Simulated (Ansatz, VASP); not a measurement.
**Al3B2Sb: VASP beside Ansatz**

```xyz
6
Lattice="3.5078 0.0000 0.0000 -1.7539 3.0378 0.0000 0.0000 0.0000 8.8385" Properties=species:S:1:pos:R:3 pbc="T T T"
Al    1.7539    1.0126    3.0024
Al    1.7539    1.0126    0.6054
Al    0.0000    0.0000    7.6098
B     0.0000    2.0252    8.6542
B     0.0000    2.0252    1.6950
Sb    0.0000    0.0000    4.9488
```

Change from the starting cell: species swapped into the Tb2In3Cu type (P3m1, No. 156).

Alike in both runs: functional PBE; k mesh 6 × 6 × 2; occupations gaussian, width 0.1 eV; no spin polarisation.

Ansatz relaxed the structure, and its values are those at the end. VASP's run is a single point on that final structure, the one shown.

```csv
,VASP,Ansatz
version,VASP 6.6.1,Ansatz 0.2.0
potentials or method,"VASP PAW PBE potentials, release 64 (Al, B, Sb), cutoff 500 eV","scalar-relativistic, plane waves, PAW"
valence electrons in the cell,20,30
```

```csv
,VASP,Ansatz,Ansatz less VASP
gap on the k mesh at the Fermi level (eV),none,none,-
pressure (GPa),0.0,0.0,-0.03
rms of the force components (eV/Å),0.012,0.008,-0.0043
```

A gap of «none» marks a metal or a gap that the smearing closes. The functional is the same, so the differences come from potentials, cutoffs and numerics. VASP's potentials hold 20 valence electrons a cell and Ansatz's 30, so a difference there can come from the potentials and not from the codes.

Neither program's run includes spin-orbit coupling.
